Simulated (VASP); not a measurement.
# MoS2 in VASP: further runs

MoS2 is run at these levels: PBE+D3(BJ); tasks: single point.

Program: VASP 6.6.1. These are calculated values, not measurements. Logs are shortened: lines on timing, memory, paths and dates and some standing lists are left out, and cuts for length are marked.

### Step 1. The cell of the first run

The cell holds a slab with vacuum, 6 atoms: a = 3.171 Å, b = 3.171 Å, c = 27.173 Å, α = 90.00°, β = 90.00°, γ = 120.00°.

### Step 2. Single point, PBE+D3(BJ), collinear spin

The input, INCAR:

```
SYSTEM = MoS2
PREC = Accurate
ENCUT = 520
EDIFF = 1E-6
ISMEAR = 0
SIGMA = 0.05
LREAL = .FALSE.
LASPH = .TRUE.
NELM = 150
ALGO = Normal
ISIF = 2
LWAVE = .FALSE.
LCHARG = .FALSE.
ISPIN = 2
MAGMOM = 0 0 0 0 1 1
LORBIT = 11
LMAXMIX = 4
LDIPOL = .TRUE.
IDIPOL = 3
DIPOL = 0.5 0.5 0.500
GGA = PE
IVDW = 12
NBANDS = 39
```

The input, KPOINTS:

```
regular mesh
0
G
  9 9 1
  0 0 0
```

The input, POSCAR:

```
MoS2
1.0
    3.1710014924      0.0000000029      0.0000000000
   -1.5855007487      2.7461678464      0.0000000000
    0.0000000000      0.0000000000     27.1725001791
S Mo
4 2
Direct
    0.0000000000      0.0000000000      0.3317316468
    0.3333333333      0.6666666667      0.4485834137
    0.6666666667      0.3333333333      0.5514165767
    0.0000000000      0.0000000000      0.6682683608
    0.6666666667      0.3333333333      0.3901687535
    0.3333333333      0.6666666667      0.6098312486
```

Potentials or basis: VASP PAW PBE potentials, release 64 (S, Mo_sv).

Command:

```
> cat potpaw_PBE.64/S/POTCAR potpaw_PBE.64/Mo_sv/POTCAR > POTCAR
> mpirun -np 1 vasp_std > vasp.out
```

OUTCAR:

```text
SYSTEM = MoS2
   PREC = Accurate
   ENCUT = 520
   EDIFF = 1E-6
   ISMEAR = 0
   LREAL = .FALSE.
   LASPH = .TRUE.
   NELM = 150
   ISIF = 2
   ISPIN = 2
   LORBIT = 11
   GGA = PE
   IVDW = 12
 IVDW          = 12

 ion  position               nearest neighbor table
   1  0.000  0.000  0.332-   5 2.42   5 2.42   5 2.42
   2  0.333  0.667  0.449-   5 2.42   5 2.42   5 2.42
   3  0.667  0.333  0.551-   6 2.42   6 2.42   6 2.42
   4  0.000  0.000  0.668-   6 2.42   6 2.42   6 2.42
   5  0.667  0.333  0.390-   2 2.42   2 2.42   2 2.42   1 2.42   1 2.42   1 2.42
   6  0.333  0.667  0.610-   3 2.42   3 2.42   3 2.42   4 2.42   4 2.42   4 2.42

  LATTYP: Found a hexagonal cell.
 ALAT       =     3.1710014924
 C/A-ratio  =     8.5690594105

  Lattice vectors:

 A1 = (   3.1710014924,   0.0000000029,   0.0000000000)
 A2 = (  -1.5855007487,   2.7461678464,   0.0000000000)
 A3 = (   0.0000000000,   0.0000000000,  27.1725001791)

Analysis of symmetry for initial positions (statically):
=====================================================================
 Subroutine PRICEL returns:
 Original cell was already a primitive cell.

 Routine SETGRP: Setting up the symmetry group for a
 hexagonal supercell.

 Subroutine GETGRP returns: Found 12 space group operations
 (whereof 12 operations were pure point group operations)
 out of a pool of 24 trial point group operations.

The static configuration has the point symmetry D_3d.

Analysis of symmetry for dynamics (positions and initial velocities):
=====================================================================
 Subroutine PRICEL returns:
 Original cell was already a primitive cell.

 Routine SETGRP: Setting up the symmetry group for a
 hexagonal supercell.

 Subroutine GETGRP returns: Found 12 space group operations
 (whereof 12 operations were pure point group operations)
 out of a pool of 24 trial point group operations.

The dynamic configuration has the point symmetry D_3d.

Analysis of structural, dynamic, and magnetic symmetry:
=====================================================================
 Subroutine PRICEL returns:
 Original cell was already a primitive cell.

 Routine SETGRP: Setting up the symmetry group for a
 hexagonal supercell.

 Subroutine GETGRP returns: Found 12 space group operations
 (whereof 12 operations were pure point group operations)
 out of a pool of 24 trial point group operations.

The overall configuration has the point symmetry D_3d.

 Subroutine INISYM returns: Found 12 space group operations
 (whereof 12 operations are pure point group operations),
 and found     1 'primitive' translations

----------------------------------------------------------------------------------------

                                     Primitive cell

  volume of cell :     236.6209

  direct lattice vectors                    reciprocal lattice vectors
     3.171001492  0.000000003  0.000000000     0.315357783  0.182071901  0.000000000
    -1.585500749  2.746167846  0.000000000    -0.000000000  0.364143802  0.000000000
     0.000000000  0.000000000 27.172500179     0.000000000  0.000000000  0.036801913

  length of vectors
     3.171001492  3.171001492 27.172500179     0.364143802  0.364143802  0.036801913

  position of ions in fractional coordinates (direct lattice)
     0.000000000  0.000000000  0.331731647
     0.333333333  0.666666667  0.448583414
     0.666666667  0.333333333  0.551416577
     0.000000000  0.000000000  0.668268361
     0.666666667  0.333333333  0.390168753
     0.333333333  0.666666667  0.609831249

  ion indices of the primitive-cell ions
   primitive index   ion index
                 1           1
                 2           2
                 3           3
                 4           4
                 5           5
                 6           6

----------------------------------------------------------------------------------------
[... 40 lines left out ...]
   number of dos      NEDOS =    301   number of ions     NIONS =      6
   total plane-waves  NPLWV = 120960
   dimension x,y,z NGX =    24 NGY =   24 NGZ =  210
   dimension x,y,z NGXF=    48 NGYF=   48 NGZF=  420
   ions per type =               4   2
   NGX,Y,Z   is equivalent  to a cutoff of  12.58, 12.58, 12.85 a.u.
   NGXF,Y,Z  is equivalent  to a cutoff of  25.16, 25.16, 25.70 a.u.
 SYSTEM =  MoS2
   PREC   = accura    normal or accurate (medium, high low for compatibility)
   ISTART =      0    job   : 0-new  1-cont  2-samecut
   ICHARG =      2    charge: 1-file 2-atom 10-const
   ISPIN  =      2    spin polarized calculation?
   LNONCOLLINEAR =      F non collinear calculations
   LSORBIT =      F    spin-orbit coupling
   LASPH  =      T    aspherical Exc in radial PAW
   ENCUT  =  520.0 eV  38.22 Ry    6.18 a.u.   5.90  5.90 50.52*2*pi/ulx,y,z
   NELM   =    150;   NELMIN=  2; NELMDL= -5     # of ELM steps
   EDIFF  = 0.1E-05   stopping-criterion for ELM
   LREAL  =      F    real-space projection
   EDIFFG = 0.1E-04   stopping-criterion for IOM
   NSW    =      0    number of steps for IOM
   IBRION =     -1    ionic relax: 0-MD 1-quasi-New 2-CG
   NFREE  =      0    steps in history (QN), initial steepest desc. (CG)
   ISIF   =      2    stress and relaxation
   ISYM   =      2    0-nonsym 1-usesym 2-fastsym
   POTIM  = 0.5000    time-step for ionic-motion
   TEBEG  =    0.0;   TEEND  =   0.0 temperature during run
   PSTRESS=    0.0 pullay stress
   NELECT =      52.0000    total number of electrons
   NUPDOWN=      -1.0000    fix difference up-down
   EMIN   =  10.00;   EMAX   =-10.00  energy-range for DOS
   EFERMI =   0.00;   METHOD = LEGACY
   ISMEAR =     0;   SIGMA  =   0.05  broadening in eV -4-tet -1-fermi 0-gaus
   EFERMI_NEDOS =   21; number of points for ismear=-14 and -15
   IALGO  =     38    algorithm
   IMIX   =      4    mixing-type and parameters
     AMIX     =   0.40;   BMIX     =  1.00
     AMIX_MAG =   1.60;   BMIX_MAG =  1.00
  volume/ion in A,a.u.               =      39.44       266.13
  Fermi-wavevector in a.u.,A,eV,Ry     =   0.987927  1.866912 13.279286  0.976000
  Thomas-Fermi vector in A             =   2.119417
   LORBIT       =     11    0 simple, 1 ext, 2 COOP (PROOUT), +10 PAW based schemes
   GGA     = PE    functional components
   LHFCALC =     F    Hartree Fock is set to
   AEXX    =    0.0000 exact exchange contribution
   IVDW    =    12    specifies the selected vdW correction
   LEPSILON=     F    determine dielectric tensor
   LRPA    =     F    only Hartree local field effects (RPA)
 spin polarized calculation
 Gauss-broadening in eV      SIGMA  =   0.05
  energy-cutoff  :      520.00
  volume of cell :      236.62
 maximum number of plane-waves:      6406
 NGX is ok and might be reduce to    24
   NGX = 11   NGY = 11   NGZ =101

 dipolmoment           0.000000      0.000000      0.000000 electrons x Angstroem

 number of electron      51.9999997 magnetization       0.0000743

 number of electron      51.9999997 magnetization      -0.0000092

 dipolmoment           0.000000      0.000000     -0.000000 electrons x Angstroem

 Free energy of the ion-electron system (eV)
  ---------------------------------------------------
  ext. energy  EPLUGINS =         0.00000000
  ---------------------------------------------------
  free energy    TOTEN  =       -41.98751811 eV

  energy without entropy =      -41.98198875  energy(sigma->0) =      -41.98475343

 E-fermi :   0.5612     XC(G=0):  -5.2810

 val. band max:        0.5604602644   @ k =   0.0000   0.0000   0.0000
 cond. band min:       0.5645042706   @ k =   0.2222   0.2222   0.0000
 fundamental gap:      0.0040440062
 Fermi energy:         0.5611702240

 spin component 1

 k-point     1 :       0.0000    0.0000    0.0000
  band No.  band energies     occupation
      1     -61.0688      1.00000
      2     -61.0687      1.00000
      3     -35.1248      1.00000
      4     -35.1247      1.00000
      5     -35.0380      1.00000
      6     -35.0380      1.00000
[... 481 lines left out ...]
     37       8.5956      0.00000
     38       8.9460      0.00000
 Fermi energy:         0.5611702240

 spin component 2

 k-point     1 :       0.0000    0.0000    0.0000
  band No.  band energies     occupation
      1     -61.0688      1.00000
      2     -61.0687      1.00000
      3     -35.1248      1.00000
      4     -35.1247      1.00000
      5     -35.0380      1.00000
      6     -35.0380      1.00000
[... 481 lines left out ...]
     37       8.5956      0.00000
     38       8.9460      0.00000
 [bands above 38 left out]

------------------------ aborting loop because EDIFF is reached ----------------------------------------

 vacuum level on the upper side and lower side of the slab       (xc-potential included)        -0.002        -0.002

 Edisp (eV)   -2.24614

 E8    (eV) :    -0.9392

  FORCE on cell =-STRESS in cart. coord.  units (eV):
  Direction    XX          YY          ZZ          XY          YZ          ZX
  --------------------------------------------------------------------------------------
  -------------------------------------------------------------------------------------
  Total      -1.27665    -1.27665    -0.27503    -0.00000     0.00000    -0.00000
  in kB      -8.64429    -8.64429    -1.86223    -0.00000     0.00000    -0.00000
  external pressure =       -6.38 kB  Pullay stress =        0.00 kB

 VOLUME and BASIS-vectors are now :
 -----------------------------------------------------------------------------
  energy-cutoff  :      520.00
  volume of cell :      236.62
      direct lattice vectors                 reciprocal lattice vectors
     3.171001492  0.000000003  0.000000000     0.315357783  0.182071901  0.000000000
    -1.585500749  2.746167846  0.000000000    -0.000000000  0.364143802  0.000000000
     0.000000000  0.000000000 27.172500179     0.000000000  0.000000000  0.036801913

 POSITION                                       TOTAL-FORCE (eV/Angst)
 -----------------------------------------------------------------------------------
      0.00000      0.00000      9.01398         0.000000     -0.000000      0.028152
     -0.00000      1.83078     12.18913         0.000000     -0.000000     -0.028814
      1.58550      0.91539     14.98337        -0.000000     -0.000000      0.028814
      0.00000      0.00000     18.15852        -0.000000      0.000000     -0.028152
      1.58550      0.91539     10.60186         0.000000     -0.000000      0.007073
     -0.00000      1.83078     16.57064        -0.000000      0.000000     -0.007073
 -----------------------------------------------------------------------------------
    total drift:                                0.000000     -0.000000     -0.000133

  FREE ENERGIE OF THE ION-ELECTRON SYSTEM (eV)
  ---------------------------------------------------
  free  energy   TOTEN  =       -44.2336573580 eV

  energy  without entropy=      -44.2281280001  energy(sigma->0) =      -44.23089268

 vacuum level on the upper side and lower side of the slab         5.793         5.793

 total charge

# of ion       s       p       d       tot
------------------------------------------
    1        1.366   2.321   0.000   3.687
    2        1.369   2.316   0.000   3.685
    3        1.369   2.316   0.000   3.685
    4        1.366   2.321   0.000   3.687
    5        2.289   6.214   3.902  12.406
    6        2.289   6.214   3.902  12.406
--------------------------------------------------
tot         10.049  21.704   7.804  39.557

 magnetization (x)

# of ion       s       p       d       tot
------------------------------------------
    1       -0.000  -0.000   0.000  -0.000
    2       -0.000   0.000   0.000   0.000
    3       -0.000   0.000   0.000   0.000
    4       -0.000  -0.000   0.000  -0.000
    5       -0.000  -0.000  -0.000  -0.000
    6       -0.000  -0.000  -0.000  -0.000
--------------------------------------------------
tot         -0.000  -0.000  -0.000  -0.000
```

Run time: 4.1 min. Hardware: 1 thread of AMD EPYC 9R45 (Zen 5), shared host; peak memory 0.48 GiB.

What came out:

- Free energy: -44.2337 eV
- Largest force: 0.029 eV/Å
- Band gap on the k mesh: zero (filled and empty bands overlap)
- Net moment: 0.00 μB per cell
- Valence electrons inside the program's atomic spheres: S 3.69; Mo 12.41
- Dispersion energy per atom: -0.374 eV

Forces on the atoms (eV/Å):
```
S    0.000  0.000  0.028
S    0.000  0.000 -0.029
S    0.000  0.000  0.029
S    0.000  0.000 -0.028
Mo   0.000  0.000  0.007
Mo   0.000  0.000 -0.007
```

Levels at points of the mesh, in eV from the Fermi level:
Spin up:
| k point | band 23 | band 24 | band 25 | band 26 | band 27 | band 28 | band 29 | band 30 |
| --- | --- | --- | --- | --- | --- | --- | --- | --- |
| (0.00, 0.00, 0.00) | -0.74 | -0.73 | -0.73 | -0.21 | -0.10 | -0.10 | 0.00 | 0.00 |
Spin down:
| k point | band 24 | band 25 | band 26 | band 27 | band 28 | band 29 |
| --- | --- | --- | --- | --- | --- | --- |
| (0.00, 0.00, 0.00) | -0.73 | -0.73 | -0.21 | -0.10 | -0.10 | 0.00 |

### Step 3. Single point, PBE+D3(BJ)

The input, INCAR:

```
PREC = Accurate
ENCUT = 520
EDIFF = 1E-6
ISMEAR = 0
SIGMA = 0.05
LREAL = False
LASPH = True
NELM = 80
ALGO = Normal
ISIF = 2
LWAVE = False
LCHARG = False
LDIPOL = True
IDIPOL = 3
DIPOL = 0.5 0.5 0.500
GGA = PE
IVDW = 12
NBANDS = 35
```

The input, KPOINTS:

```
Automatic mesh
0
Gamma
  27 27 1
```

The input, POSCAR:

```
MoS2
1.0
    3.1710014900      0.0000000000      0.0000000000
   -1.5855007500      2.7461678500      0.0000000000
    0.0000000000      0.0000000000     27.1725001791
S Mo
4 2
Direct
    0.0000000000      0.0000000000      0.3317316468
    0.3333333336      0.6666666662      0.4485834137
    0.6666666674      0.3333333336      0.5514165767
    0.0000000000      0.0000000000      0.6682683608
    0.6666666674      0.3333333336      0.3901687535
    0.3333333336      0.6666666662      0.6098312486
```

Potentials or basis: VASP PAW PBE potentials, release 64 (S, Mo_sv).

Command:

```
> cat potpaw_PBE.64/S/POTCAR potpaw_PBE.64/Mo_sv/POTCAR > POTCAR
> mpirun -np 1 vasp_std > vasp.out
```

OUTCAR:

```text
PREC = Accurate
   ENCUT = 520
   EDIFF = 1E-6
   ISMEAR = 0
   LREAL = False
   LASPH = True
   NELM = 80
   ISIF = 2
   GGA = PE
   IVDW = 12
 IVDW          = 12

 ion  position               nearest neighbor table
   1  0.000  0.000  0.332-   5 2.42   5 2.42   5 2.42
   2  0.333  0.667  0.449-   5 2.42   5 2.42   5 2.42
   3  0.667  0.333  0.551-   6 2.42   6 2.42   6 2.42
   4  0.000  0.000  0.668-   6 2.42   6 2.42   6 2.42
   5  0.667  0.333  0.390-   2 2.42   2 2.42   2 2.42   1 2.42   1 2.42   1 2.42
   6  0.333  0.667  0.610-   3 2.42   3 2.42   3 2.42   4 2.42   4 2.42   4 2.42

  LATTYP: Found a hexagonal cell.
 ALAT       =     3.1710014900
 C/A-ratio  =     8.5690594170

  Lattice vectors:

 A1 = (   3.1710014900,   0.0000000000,   0.0000000000)
 A2 = (  -1.5855007500,   2.7461678500,   0.0000000000)
 A3 = (   0.0000000000,   0.0000000000,  27.1725001791)

Analysis of symmetry for initial positions (statically):
=====================================================================
 Subroutine PRICEL returns:
 Original cell was already a primitive cell.

 Routine SETGRP: Setting up the symmetry group for a
 hexagonal supercell.

 Subroutine GETGRP returns: Found 12 space group operations
[... 190 lines left out ...]
      6     -35.0499      2.00000
[... 901 lines left out ...]
     34       4.8723      0.00000
     35       6.2215      0.00000

 [... further k-points ...]

------------------------ aborting loop because EDIFF is reached ----------------------------------------

 vacuum level on the upper side and lower side of the slab       (xc-potential included)        -0.136        -0.136

 Edisp (eV)   -2.24614

 E8    (eV) :    -0.9392

  FORCE on cell =-STRESS in cart. coord.  units (eV):
  Direction    XX          YY          ZZ          XY          YZ          ZX
  --------------------------------------------------------------------------------------
  -------------------------------------------------------------------------------------
  Total      -1.32875    -1.32875    -0.21847     0.00000    -0.00000     0.00000
  in kB      -8.99707    -8.99707    -1.47924     0.00000    -0.00000     0.00000
  external pressure =       -6.49 kB  Pullay stress =        0.00 kB

 VOLUME and BASIS-vectors are now :
 -----------------------------------------------------------------------------
  energy-cutoff  :      520.00
  volume of cell :      236.62
      direct lattice vectors                 reciprocal lattice vectors
     3.171001490  0.000000000  0.000000000     0.315357783  0.182071901  0.000000000
    -1.585500750  2.746167850  0.000000000     0.000000000  0.364143801  0.000000000
     0.000000000  0.000000000 27.172500179     0.000000000  0.000000000  0.036801913

 POSITION                                       TOTAL-FORCE (eV/Angst)
 -----------------------------------------------------------------------------------
      0.00000      0.00000      9.01398        -0.000000     -0.000000     -0.000233
     -0.00000      1.83078     12.18913        -0.000000     -0.000000      0.013107
      1.58550      0.91539     14.98337        -0.000000      0.000000     -0.013107
      0.00000      0.00000     18.15852        -0.000000     -0.000000      0.000233
      1.58550      0.91539     10.60186         0.000000      0.000000      0.021476
     -0.00000      1.83078     16.57064        -0.000000     -0.000000     -0.021476
 -----------------------------------------------------------------------------------
    total drift:                               -0.000008      0.000001     -0.000133

  FREE ENERGIE OF THE ION-ELECTRON SYSTEM (eV)
  ---------------------------------------------------
  free  energy   TOTEN  =       -44.2371253271 eV

  energy  without entropy=      -44.2347435327  energy(sigma->0) =      -44.23593443

 vacuum level on the upper side and lower side of the slab         5.699         5.699
```

OSZICAR:

```text
N       E                     dE             d eps       ncg     rms          rms(c)
DAV:   1     0.421219213279E+03    0.42122E+03   -0.27520E+04  6466   0.126E+03
DAV:   2    -0.153731884646E+02   -0.43659E+03   -0.42471E+03  6797   0.308E+02
DAV:   3    -0.443405177373E+02   -0.28967E+02   -0.28385E+02  6472   0.716E+01
[... 17 lines left out ...]
DAV:  21    -0.419909795621E+02   -0.65763E-05   -0.37539E-07  3798   0.169E-03    0.161E-03
DAV:  22    -0.419909826228E+02   -0.30607E-05   -0.94658E-08  3778   0.865E-04    0.674E-04
DAV:  23    -0.419909846701E+02   -0.20474E-05   -0.60719E-08  3695   0.492E-04    0.273E-04
DAV:  24    -0.419909858435E+02   -0.11734E-05   -0.43424E-08  3606   0.363E-04    0.418E-04
DAV:  25    -0.419909860761E+02   -0.23259E-06   -0.88260E-09  3132   0.205E-04
   1 F= -.44237125E+02 E0= -.44235934E+02  d E =-.238179E-02
```

stdout:

```text
POSCAR found type information on POSCAR S Mo
 POSCAR found :  2 types and       6 ions
 scaLAPACK will be used
 LDA part: xc-table for (Slater+PW92), standard interpolation
 POSCAR, INCAR and KPOINTS ok, starting setup
 FFT: planning ... GRIDC
 FFT: planning ... GRID_SOFT
 FFT: planning ... GRID
 WAVECAR not read
 entering main loop
```

It took 7.9 min on 1 thread of AMD EPYC 9R45 (Zen 5), shared host; peak memory 0.63 GiB.

Results:

| Quantity | Value |
| --- | --- |
| Free energy | -44.2371 eV |
| Largest force | 0.021 eV/Å |
| Band gap on the k mesh | zero (bands 26 and 27 overlap by 0.71 eV) |
| Dispersion energy per atom | -0.374 eV |

Forces on the atoms (eV/Å):
```
S    0.000  0.000  0.000
S    0.000  0.000  0.013
S    0.000  0.000 -0.013
S    0.000  0.000  0.000
Mo   0.000  0.000  0.021
Mo   0.000  0.000 -0.021
```
